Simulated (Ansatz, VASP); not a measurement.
**MgO in VASP and in Ansatz**

Contents of POSCAR:

```
MgO
1.0
    0.0000000000      2.0809329100      2.0809329100
    2.0809329100      0.0000000000      2.0809329100
    2.0809329100      2.0809329100      0.0000000000
Mg O
1 1
Direct
    0.0000000000      0.0000000000      0.0000000000
    0.5000000000      0.5000000000      0.5000000000
```

INCAR.step1

```
SYSTEM = MgO
PREC = Accurate
ENCUT = 660
ISMEAR = 0
SIGMA = 0.02
LREAL = .FALSE.
LASPH = .TRUE.
NELM = 120
NBANDS = 11
GGA = PE
ALGO = Normal
EDIFF = 1E-5
LWAVE = .TRUE.
LCHARG = .FALSE.
GGA_COMPAT = .FALSE.
```

File INCAR.step2:

```
SYSTEM = MgO
PREC = Accurate
ENCUT = 660
EDIFF = 1E-6
ISMEAR = 0
SIGMA = 0.02
LREAL = .FALSE.
LASPH = .TRUE.
NELM = 120
ALGO = Normal
ISIF = 2
LWAVE = .FALSE.
LCHARG = .FALSE.
METAGGA = R2SCAN
LMIXTAU = .TRUE.
NBANDS = 11
ISTART = 1
GGA_COMPAT = .FALSE.
```

KPOINTS

```
regular mesh
0
G
  10 10 10
  0 0 0
```

Input for Ansatz:

```yaml
crystal:
  lattice:
    - [0.0, 2.08093291, 2.08093291]
    - [2.08093291, 0.0, 2.08093291]
    - [2.08093291, 2.08093291, 0.0]
  atoms:
    - { symbol: Mg, position: [0.0, 0.0, 0.0] }
    - { symbol: O, position: [0.5, 0.5, 0.5] }
basis:
  ecutwfc: 500
kpoints:
  mp_grid: { grid: [10, 10, 10] }
hamiltonian:
  xc: r2scan
  pseudopotentials: { kind: paw }
scf:
  occupations: { method: gaussian, width: 0.02 }
output:
  forces: true
  stress: true
  eigenvalues: true
```

Alike in both runs: task single point; functional r2SCAN; k mesh 10 × 10 × 10; occupations gaussian, width 0.02 eV; no spin polarisation.

|  | VASP | Ansatz |
| --- | --- | --- |
| version | VASP 6.6.1 | Ansatz 0.2.0 |
| potentials or method | VASP PAW PBE potentials, release 64 (Mg, O), cutoff 660 eV | scalar-relativistic, plane waves, PAW |
| valence electrons in the cell | 8 | 16 |

|  | VASP | Ansatz | Ansatz less VASP |
| --- | --- | --- | --- |
| gap on the k mesh at the Fermi level (eV) | 5.98 | 6.00 | +0.019 |
| least direct gap on the mesh (eV) | 5.98 | 6.00 | +0.019 |
| pressure (GPa) | 3.9 | 5.4 | +1.48 |

VASP's potentials were made for PBE, not for r2SCAN. The functional is the same, so the differences come from potentials, cutoffs and numerics. VASP's potentials hold 8 valence electrons a cell and Ansatz's 16, so a difference there can come from the potentials and not from the codes.
